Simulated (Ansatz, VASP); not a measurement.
# Au in VASP and in Ansatz

```
CELL_PARAMETERS angstrom
-1.70213 1.70213 1.62107
1.70213 -1.70213 1.62107
1.70213 1.70213 -1.62107
ATOMIC_POSITIONS crystal
Au 0.00000 0.00000 0.00000
```

Change from the starting cell: strain +0.050 along x and y, +0.000 along z, atoms carried along.

Alike in both runs: task single point; functional PBEsol; k mesh 26 × 26 × 26; occupations gaussian, width 0.15 eV; no spin polarisation.

|  | VASP | Ansatz |
| --- | --- | --- |
| version | VASP 6.6.1 | Ansatz 0.2.0 |
| potentials or method | VASP PAW PBE potentials, release 64 (Au), cutoff 520 eV | scalar-relativistic, plane waves, PAW |
| valence electrons in the cell | 11 | 19 |

VASP gave:

| Item | Value |
| --- | --- |
| gap on the k mesh at the Fermi level (eV) | none |
| pressure (GPa) | -12.7 |
| traceless stress, the component that is largest in VASP (GPa) | -0.41 |

Task: Which values does Ansatz return?

Result: gap on the k mesh at the Fermi level (eV): none; pressure (GPa): -12.6; traceless stress, the component that is largest in VASP (GPa): -0.41.

VASP's potentials were made for PBE, not for PBEsol. A gap of «none» marks a metal or a gap that the smearing closes. The functional is the same, so the differences come from potentials, cutoffs and numerics. VASP's potentials hold 11 valence electrons a cell and Ansatz's 19, so a difference there can come from the potentials and not from the codes.

Spin-orbit coupling is off throughout.
